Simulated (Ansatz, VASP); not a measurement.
**One calculation of Be3Te2Se, two programs**

```
Be Te Se
1.0
     4.15775    0.00000    0.00000
     0.00000    4.15775    0.00000
     0.00000    0.00000    8.25619
Be Te Se
3 2 1
Direct
  0.50000 0.00000 0.30842
  0.00000 0.50000 0.30842
  0.50000 0.50000 0.15634
  0.50000 0.50000 0.48213
  0.00000 0.00000 0.11928
  0.50000 0.50000 0.91049
```

Alike in both runs: functional PBE; k mesh 3 × 3 × 2; occupations gaussian, width 0.15 eV; no spin polarisation.

Ansatz relaxed the structure, and its values are those at the end. VASP's run is a single point on that final structure, the one shown.

```csv
,VASP,Ansatz
version,VASP 6.6.1,Ansatz 0.2.0
potentials or method,"VASP PAW PBE potentials, release 64 (Be, Te, Se), cutoff 600 eV","scalar-relativistic, plane waves, PAW"
valence electrons in the cell,24,54
```

|  | VASP | Ansatz | Ansatz less VASP |
| --- | --- | --- | --- |
| gap on the k mesh at the Fermi level (eV) | none | none | - |
| pressure (GPa) | 0.1 | 0.0 | -0.11 |
| rms of the force components (eV/Å) | 0.018 | 0.005 | -0.0133 |

A gap of «none» marks a metal or a gap that the smearing closes. VASP's potentials hold 24 valence electrons a cell and Ansatz's 54, so a difference there can come from the potentials and not from the codes.

The k mesh is coarse, so the values compare programs but aren't converged. Neither program's run includes spin-orbit coupling.
